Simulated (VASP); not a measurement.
# Ge (I4/mmm) in VASP: notebook

The runs below take Ge through single point, relaxation of cell and atoms, with revPBE, BLYP, r2SCAN, LDA.

Program: VASP 6.6.1. These are calculated values, not measurements. Logs are shortened: lines on timing, memory, paths and dates and some standing lists are left out, and cuts for length are marked.

### 1 The cell of the first run

Symmetry: I4/mmm, No. 139, tetragonal system. The conventional cell has a = 3.190 Å, b = 3.190 Å, c = 3.907 Å, α = 90.00°, β = 90.00°, γ = 90.00°. Ge (site symmetry 4/mmm) has 14 Ge at 2.98 to 3.91 Å within 4.0 Å.

### 2 Single point, revPBE

INCAR

```
PREC = Accurate
ENCUT = 520
EDIFF = 1E-6
ISMEAR = -1
SIGMA = 0.05
LREAL = False
LASPH = True
NELM = 80
ALGO = Normal
ISIF = 2
LWAVE = False
LCHARG = True
GGA = RE
LELF = True
LVHAR = True
NBANDS = 13
```

KPOINTS

```
regular mesh
0
Gamma
  12 12 12
```

POSCAR

```
Ge
1.0
   -1.5950884382      1.5950884382      1.9537222697
    1.5950884382     -1.5950884382      1.9537222697
    1.5950884382      1.5950884382     -1.9537222697
Ge
1
Direct
    0.5000000000      0.5000000000      0.0000000000
```

Potentials or basis: VASP PAW PBE potentials, release 64 (Ge_d).

Started as:

```bash
$ cat potpaw_PBE.64/Ge_d/POTCAR > POTCAR
$ mpirun -np 1 vasp_std > vasp.out
```

OUTCAR:

```text
PREC = Accurate
   ENCUT = 520
   EDIFF = 1E-6
   ISMEAR = -1
   LREAL = False
   LASPH = True
   NELM = 80
   ISIF = 2
   GGA = RE

 ion  position               nearest neighbor table
   1  0.500  0.500  0.000-

  LATTYP: Found a body centered tetragonal cell.
 ALAT       =     3.1901768764
 C/A-ratio  =     1.2248363306

  Lattice vectors:

 A1 = (  -1.5950884382,   1.5950884382,   1.9537222697)
 A2 = (   1.5950884382,  -1.5950884382,   1.9537222697)
 A3 = (   1.5950884382,   1.5950884382,  -1.9537222697)

Analysis of symmetry for initial positions (statically):
=====================================================================
 Subroutine PRICEL returns:
 Original cell was already a primitive cell.

 Routine SETGRP: Setting up the symmetry group for a
 body centered tetragonal supercell.

 Subroutine GETGRP returns: Found 16 space group operations
 (whereof 16 operations were pure point group operations)
 out of a pool of 16 trial point group operations.

The static configuration has the point symmetry D_4h.

Analysis of symmetry for dynamics (positions and initial velocities):
=====================================================================
 Subroutine PRICEL returns:
 Original cell was already a primitive cell.

 Routine SETGRP: Setting up the symmetry group for a
 body centered tetragonal supercell.

 Subroutine GETGRP returns: Found 16 space group operations
 (whereof 16 operations were pure point group operations)
 out of a pool of 16 trial point group operations.

The dynamic configuration has the point symmetry D_4h.

 Subroutine INISYM returns: Found 16 space group operations
 (whereof 16 operations are pure point group operations),
 and found     1 'primitive' translations

----------------------------------------------------------------------------------------

                                     Primitive cell

  volume of cell :      19.8835

  direct lattice vectors                    reciprocal lattice vectors
    -1.595088438  1.595088438  1.953722270     0.000000000  0.313462243  0.255921739
     1.595088438 -1.595088438  1.953722270     0.313462243  0.000000000  0.255921739
     1.595088438  1.595088438 -1.953722270     0.313462243  0.313462243  0.000000000

  length of vectors
     2.984232725  2.984232725  2.984232725     0.404665929  0.404665929  0.443302556

  position of ions in fractional coordinates (direct lattice)
     0.500000000  0.500000000  0.000000000

  ion indices of the primitive-cell ions
   primitive index   ion index
                 1           1

----------------------------------------------------------------------------------------

 KPOINTS: regular mesh

Automatic generation of k-mesh.
 Grid dimensions read from file:
 generate k-points for:   12   12   12

 Generating k-lattice:

  Cartesian coordinates                     Fractional coordinates (reciprocal lattice)
     0.000000000  0.026121854  0.021326812     0.083333333 -0.000000000  0.000000000
     0.026121854  0.000000000  0.021326812    -0.000000000  0.083333333  0.000000000
     0.026121854  0.026121854  0.000000000     0.000000000  0.000000000  0.083333333

  Length of vectors
     0.033722161  0.033722161  0.036941880

  Shift w.r.t. Gamma in fractional coordinates (k-lattice)
     0.000000000  0.000000000  0.000000000

 Subroutine IBZKPT returns following result:
 ===========================================

 Found    163 irreducible k-points:

 Following reciprocal coordinates:
            Coordinates               Weight
  0.000000  0.000000  0.000000      1.000000
  0.083333 -0.000000  0.000000      8.000000
  0.166667 -0.000000  0.000000      8.000000
  0.250000 -0.000000  0.000000      8.000000
  0.333333  0.000000 -0.000000      8.000000
  0.416667  0.000000  0.000000      8.000000
[... 16 lines left out ...]
  0.500000  0.166667  0.000000     16.000000
 -0.416667  0.166667  0.000000     16.000000
 [... further k-points ...]
   k-points           NKPTS =    163   k-points in BZ     NKDIM =    163   number of bands    NBANDS=     13
   number of dos      NEDOS =    301   number of ions     NIONS =      1
   total plane-waves  NPLWV =  13824
   dimension x,y,z NGX =    24 NGY =   24 NGZ =   24
   dimension x,y,z NGXF=    48 NGYF=   48 NGZF=   48
   ions per type =               1
   NGX,Y,Z   is equivalent  to a cutoff of  13.37, 13.37, 13.37 a.u.
   NGXF,Y,Z  is equivalent  to a cutoff of  26.74, 26.74, 26.74 a.u.
 SYSTEM =  unknown system
   PREC   = accura    normal or accurate (medium, high low for compatibility)
   ISTART =      0    job   : 0-new  1-cont  2-samecut
   ICHARG =      2    charge: 1-file 2-atom 10-const
   ISPIN  =      1    spin polarized calculation?
   LNONCOLLINEAR =      F non collinear calculations
   LSORBIT =      F    spin-orbit coupling
   LASPH  =      T    aspherical Exc in radial PAW
   ENCUT  =  520.0 eV  38.22 Ry    6.18 a.u.   5.55  5.55  5.55*2*pi/ulx,y,z
   NELM   =     80;   NELMIN=  2; NELMDL= -5     # of ELM steps
   EDIFF  = 0.1E-05   stopping-criterion for ELM
   LREAL  =      F    real-space projection
   EDIFFG = 0.1E-04   stopping-criterion for IOM
   NSW    =      0    number of steps for IOM
   IBRION =     -1    ionic relax: 0-MD 1-quasi-New 2-CG
   NFREE  =      0    steps in history (QN), initial steepest desc. (CG)
   ISIF   =      2    stress and relaxation
   ISYM   =      2    0-nonsym 1-usesym 2-fastsym
   POTIM  = 0.5000    time-step for ionic-motion
   TEBEG  =    0.0;   TEEND  =   0.0 temperature during run
   PSTRESS=    0.0 pullay stress
   NELECT =      14.0000    total number of electrons
   NUPDOWN=      -1.0000    fix difference up-down
   EMIN   =  10.00;   EMAX   =-10.00  energy-range for DOS
   EFERMI =   0.00;   METHOD = LEGACY
   ISMEAR =    -1;   SIGMA  =   0.05  broadening in eV -4-tet -1-fermi 0-gaus
   EFERMI_NEDOS =   21; number of points for ismear=-14 and -15
   IALGO  =     38    algorithm
   IMIX   =      4    mixing-type and parameters
     AMIX     =   0.40;   BMIX     =  1.00
     AMIX_MAG =   1.60;   BMIX_MAG =  1.00
  volume/ion in A,a.u.               =      19.88       134.18
  Fermi-wavevector in a.u.,A,eV,Ry     =   1.456420  2.752235 28.860135  2.121160
  Thomas-Fermi vector in A             =   2.573341
   LORBIT       =      0    0 simple, 1 ext, 2 COOP (PROOUT), +10 PAW based schemes
   GGA     = RE    functional components
   LHFCALC =     F    Hartree Fock is set to
   AEXX    =    0.0000 exact exchange contribution
   IVDW    =     0    specifies the selected vdW correction
   LEPSILON=     F    determine dielectric tensor
   LRPA    =     F    only Hartree local field effects (RPA)
 non-spin polarized calculation
  energy-cutoff  :      520.00
  volume of cell :       19.88
 maximum number of plane-waves:       552
 NGX is ok and might be reduce to    24
   NGX = 11   NGY = 11   NGZ = 11

 number of electron      14.0000014 magnetization

 Free energy of the ion-electron system (eV)
  ---------------------------------------------------
  ext. energy  EPLUGINS =         0.00000000
  ---------------------------------------------------
  free energy    TOTEN  =        -3.88438145 eV

  energy without entropy =       -3.88101657  energy(sigma->0) =       -3.88269901

 E-fermi :   6.3942     XC(G=0): -10.9606

 val. band max:        6.3936564458   @ k =  -0.3333   0.3333   0.0833
 cond. band min:       6.4266381918   @ k =  -0.1667  -0.3333   0.1667
 fundamental gap:      0.0329817460
 Fermi energy:         6.3942272586

 k-point     1 :       0.0000    0.0000    0.0000
  band No.  band energies     occupation
      1     -18.4492      2.00000
      2     -18.4492      2.00000
      3     -18.4253      2.00000
      4     -18.4111      2.00000
      5     -18.3734      2.00000
      6      -6.4096      2.00000
      7      14.7400      0.00000
      8      14.9726      0.00000
      9      14.9726      0.00000
     10      19.9295      0.00000
     11      19.9295      0.00000
     12      20.9838      0.00000
     13      21.4571      0.00000

 k-point     2 :       0.0833   -0.0000    0.0000
  band No.  band energies     occupation
      1     -18.4469      2.00000
      2     -18.4461      2.00000
      3     -18.4235      2.00000
      4     -18.4108      2.00000
      5     -18.3746      2.00000
      6      -6.2418      2.00000
      7      13.3637      0.00000
      8      14.5630      0.00000
      9      14.7207      0.00000
     10      19.3215      0.00000
     11      20.3106      0.00000
     12      20.8713      0.00000
     13      22.9684      0.00000

 k-point     3 :       0.1667   -0.0000    0.0000
  band No.  band energies     occupation
      1     -18.4438      2.00000
      2     -18.4418      2.00000
      3     -18.4127      2.00000
      4     -18.4098      2.00000
      5     -18.3771      2.00000
      6      -5.7391      2.00000
      7      10.5093      0.00000
      8      13.7260      0.00000
      9      14.4235      0.00000
     10      18.5466      0.00000
     11      20.0254      0.00000
     12      21.3120      0.00000
     13      22.4484      0.00000
[... 305 lines left out ...]
 k-point    23 :       0.5000    0.1667    0.0000
  band No.  band energies     occupation
      1     -18.4542      2.00000
      2     -18.4272      2.00000
      3     -18.4019      2.00000
      4     -18.3776      2.00000
      5     -18.3549      2.00000
      6      -1.5587      2.00000
      7       2.5772      2.00000
      8       8.6378      0.00000
      9      11.7417      0.00000
     10      16.6477      0.00000
     11      19.7092      0.00000
     12      22.7884      0.00000
     13      25.9060      0.00000

 k-point    24 :      -0.4167    0.1667    0.0000
  band No.  band energies     occupation
      1     -18.4549      2.00000
      2     -18.4305      2.00000
      3     -18.4002      2.00000
      4     -18.3826      2.00000
      5     -18.3596      2.00000
      6      -2.9405      2.00000
      7       4.7498      2.00000
      8       9.4044      0.00000
      9      11.6830      0.00000
     10      16.2312      0.00000
     11      20.0166      0.00000
     12      22.5476      0.00000
     13      23.9453      0.00000

 [... further k-points ...]
[... 5 lines left out ...]
  --------------------------------------------------------------------------------------
  -------------------------------------------------------------------------------------
  Total       -0.0099332     -0.0099332     -0.0093522      0.0000000     -0.0000000      0.0000000
  in kB       -0.8003995     -0.8003995     -0.7535807      0.0000000     -0.0000000      0.0000000
  external PRESSURE =      -0.7847932 kB  Pullay stress =       0.0000000 kB

 VOLUME and BASIS-vectors are now :
 -----------------------------------------------------------------------------
  energy-cutoff  :      520.00
  volume of cell :       19.88
      direct lattice vectors                 reciprocal lattice vectors
    -1.595088438  1.595088438  1.953722270     0.000000000  0.313462243  0.255921739
     1.595088438 -1.595088438  1.953722270     0.313462243  0.000000000  0.255921739
     1.595088438  1.595088438 -1.953722270     0.313462243  0.313462243  0.000000000

 POSITION                                       TOTAL-FORCE (eV/Angst)
 -----------------------------------------------------------------------------------
      0.00000      0.00000      1.95372         0.000000      0.000000      0.000000
 -----------------------------------------------------------------------------------
    total drift:                               -0.000000      0.000000      0.000000

  FREE ENERGIE OF THE ION-ELECTRON SYSTEM (eV)
  ---------------------------------------------------
  free  energy   TOTEN  =        -3.8843814450 eV

  energy  without entropy=       -3.8810165726  energy(sigma->0) =       -3.88269901
```

It took 45 s on 1 thread of Intel Xeon 8259CL, shared host; peak memory 0.16 GiB.

Results:

- Free energy: -3.8844 eV
- Pressure: -0.1 GPa
- Band gap on the k mesh: zero (bands 7 and 8 overlap by 10.94 eV)

Caveat: the PAW data sets were made with another functional, which shifts forces and pressure a little.

### 3 Single point, BLYP

This run uses another cell than the first one, of 21.79 Å³/atom.

INCAR

```
SYSTEM = Ge
  PREC = Accurate
  ENCUT = 520
  EDIFF = 1E-6
  ISMEAR = -1
  SIGMA = 0.05
  LREAL = .False.
  LASPH = .True.
  NELM = 100
  ALGO = Normal
  ISIF = 2
  LWAVE = .False.
  LCHARG = .True.
  GGA = B5
  ALDAX = 1.0
  AGGAX = 1.0
  AGGAC = 1.0
  ALDAC = 0.0
  LELF = .True.
  LVHAR = .True.
  NBANDS = 13
```

KPOINTS

```
Automatic mesh
0
Gamma
  12 12 12
  0 0 0
```

POSCAR

```
Ge
1.0
   -1.6602134591      1.6602134591      1.9765298168
    1.6602134591     -1.6602134591      1.9765298168
    1.6602134591      1.6602134591     -1.9765298168
Ge
1
Direct
    0.5000000000      0.5000000000      0.0000000000
```

Potentials or basis: VASP PAW PBE potentials, release 64 (Ge_d).

Started as:

```bash
$ cat potpaw_PBE.64/Ge_d/POTCAR > POTCAR
$ mpirun -np 1 vasp_std > vasp.out
```

Run time: 49 s. Hardware: 1 thread of Intel Xeon 8259CL, shared host; peak memory 0.17 GiB.

The run converged. Its results:

```
Free energy            : -3.3407 eV
Pressure               : -0.1 GPa
Band gap on the k mesh : zero (bands 7 and 8 overlap by 9.50 eV)
```

Levels at points of the mesh, in eV from the Fermi level:
```tsv
k point	band 5	band 6	band 7	band 8	band 9	band 10
(0.00, 0.00, 0.00)	-24.69	-12.11	7.25	7.44	7.44	13.16
(0.50, 0.00, 0.00)	-24.67	-7.76	-4.60	4.44	6.39	9.84
(0.50, 0.50, 0.00)	-24.66	-6.77	-4.08	2.59	3.90	7.33
(0.50, 0.50, 0.50)	-24.67	-4.54	-2.33	0.81	0.81	4.94
```

Caveat: the PAW data sets were made with another functional, which shifts forces and pressure a little.

### 4 Single point, r2SCAN

This run uses another cell than the first one, of 19.38 Å³/atom.

POSCAR

```
Ge
1.0
   -1.6084200000      1.6084200000      1.8731800000
    1.6084200000     -1.6084200000      1.8731800000
    1.6084200000      1.6084200000     -1.8731800000
Ge
1
Direct
    0.5000000000      0.5000000000      0.0000000000
```

INCAR.step1

```
SYSTEM = Ge
PREC     = Accurate       ! precision mode
ENCUT    = 520            ! plane-wave cutoff, eV
ISMEAR   = -1             ! smearing method
SIGMA    = 0.05           ! smearing width, eV
LREAL    = .FALSE.        ! projectors in reciprocal space
LASPH    = .TRUE.         ! aspherical terms in the spheres
NELM     = 60             ! most SCF steps
NBANDS   = 13             ! bands
GGA      = PE             ! functional
ALGO     = Normal         ! electronic algorithm
EDIFF    = 1E-4           ! SCF threshold, eV
LWAVE    = .TRUE.         ! write WAVECAR
LCHARG   = .FALSE.        ! write CHGCAR
```

INCAR.step2

```
SYSTEM = Ge
PREC     = Accurate       ! precision mode
ENCUT    = 520            ! plane-wave cutoff, eV
EDIFF    = 1E-7           ! SCF threshold, eV
ISMEAR   = -1             ! smearing method
SIGMA    = 0.05           ! smearing width, eV
LREAL    = .FALSE.        ! projectors in reciprocal space
LASPH    = .TRUE.         ! aspherical terms in the spheres
NELM     = 60             ! most SCF steps
ALGO     = Normal         ! electronic algorithm
ISIF     = 2              ! what is computed and relaxed
LWAVE    = .FALSE.        ! write WAVECAR
LCHARG   = .TRUE.         ! write CHGCAR
METAGGA  = R2SCAN         ! meta-GGA
LMIXTAU  = .TRUE.       
LELF     = .TRUE.         ! ELF
LVHAR    = .TRUE.       
NBANDS   = 13             ! bands
ISTART   = 1
```

KPOINTS

```
Automatic mesh
0
G
  12 12 12
  0 0 0
```

Potentials or basis: VASP PAW PBE potentials, release 64 (Ge_d).

Started as:

```bash
$ cat potpaw_PBE.64/Ge_d/POTCAR > POTCAR
$ cp INCAR.step1 INCAR
$ mpirun -np 1 vasp_std > vasp.out
$ cp INCAR.step2 INCAR
$ mpirun -np 1 vasp_std > vasp.out
```

OUTCAR:

```text
SYSTEM = Ge
   PREC = Accurate
   ENCUT = 520
   EDIFF = 1E-7
   ISMEAR = -1
   LREAL = .FALSE.
   LASPH = .TRUE.
   NELM = 60
   ISIF = 2
   METAGGA = R2SCAN
   ISTART = 1

 ion  position               nearest neighbor table
   1  0.500  0.500  0.000-

  LATTYP: Found a body centered tetragonal cell.
 ALAT       =     3.2168400000
 C/A-ratio  =     1.1646087465

  Lattice vectors:

 A1 = (  -1.6084200000,   1.6084200000,   1.8731800000)
 A2 = (   1.6084200000,  -1.6084200000,   1.8731800000)
[... 556 lines left out ...]
      6      -3.5262      2.00000
      7       4.8972      2.00000
      8       9.3619      0.00000
      9      12.2573      0.00000
     10      17.6318      0.00000
     11      20.6375      0.00000
     12      23.7410      0.00000
     13      25.5721      0.00000

 [... further k-points ...]
[... 5 lines left out ...]
  --------------------------------------------------------------------------------------
  -------------------------------------------------------------------------------------
  Total       -0.1965348     -0.1965348     -0.1665369      0.0000000      0.0000000      0.0000000
  in kB      -16.2446990    -16.2446990    -13.7652031      0.0000000      0.0000000      0.0000000
  external PRESSURE =     -15.4182003 kB  Pullay stress =       0.0000000 kB

 VOLUME and BASIS-vectors are now :
 -----------------------------------------------------------------------------
  energy-cutoff  :      520.00
  volume of cell :       19.38
      direct lattice vectors                 reciprocal lattice vectors
    -1.608420000  1.608420000  1.873180000     0.000000000  0.310864078  0.266925763
     1.608420000 -1.608420000  1.873180000     0.310864078  0.000000000  0.266925763
     1.608420000  1.608420000 -1.873180000     0.310864078  0.310864078  0.000000000

 POSITION                                       TOTAL-FORCE (eV/Angst)
 -----------------------------------------------------------------------------------
      0.00000      0.00000      1.87318         0.000000     -0.000000      0.000000
 -----------------------------------------------------------------------------------
    total drift:                               -0.000000      0.000000      0.000000

  FREE ENERGIE OF THE ION-ELECTRON SYSTEM (eV)
  ---------------------------------------------------
  free  energy   TOTEN  =       -13.2938547479 eV

  energy  without entropy=      -13.2895165245  energy(sigma->0) =      -13.29168564
```

OSZICAR.step1:

```text
N       E                     dE             d eps       ncg     rms          rms(c)
DAV:   1     0.638963529137E+02    0.63896E+02   -0.71501E+03  4588   0.295E+03
DAV:   2     0.147126085089E+01   -0.62425E+02   -0.59348E+02  4518   0.405E+02
DAV:   3    -0.411597194565E+01   -0.55872E+01   -0.55555E+01  4863   0.716E+01
DAV:   4    -0.419612450966E+01   -0.80153E-01   -0.80140E-01  4958   0.929E+00
DAV:   5    -0.419693673299E+01   -0.81222E-03   -0.81222E-03  4938   0.103E+00    0.106E+00
DAV:   6    -0.418879022295E+01    0.81465E-02   -0.58758E-03  5403   0.160E+00    0.587E-01
DAV:   7    -0.418537284982E+01    0.34174E-02   -0.40291E-03  5313   0.102E+00    0.559E-02
DAV:   8    -0.418524938491E+01    0.12346E-03   -0.35690E-04  5168   0.430E-01    0.218E-02
DAV:   9    -0.418525563348E+01   -0.62486E-05   -0.47992E-06  2584   0.215E-02
   1 F= -.41852556E+01 E0= -.41832896E+01  d E =-.393215E-02
```

Wall time 3.1 min (1 thread of Intel Xeon 8259CL, shared host); peak memory 0.17 GiB.

What came out:

```
Free energy            : -13.2939 eV
Pressure               : -1.5 GPa
Band gap on the k mesh : zero (bands 7 and 8 overlap by 11.95 eV)
```

Levels at points of the mesh, in eV from the Fermi level:
```tsv
k point	band 4	band 5	band 6	band 7	band 8	band 9	band 10	band 11
(0.00, 0.00, 0.00)	-25.55	-25.50	-13.74	8.93	9.28	9.28	14.42	14.42
(0.50, 0.00, 0.00)	-25.51	-25.47	-8.17	-5.72	5.24	7.68	10.92	11.19
(0.50, 0.50, 0.00)	-25.50	-25.46	-7.00	-5.21	3.15	4.85	8.15	8.38
(0.50, 0.50, 0.50)	-25.47	-25.47	-3.61	-2.77	0.64	0.64	4.91	5.51
```

Caveat: the PAW data sets were made with another functional, which shifts forces and pressure a little.

(Continued in part 2 of 2.)
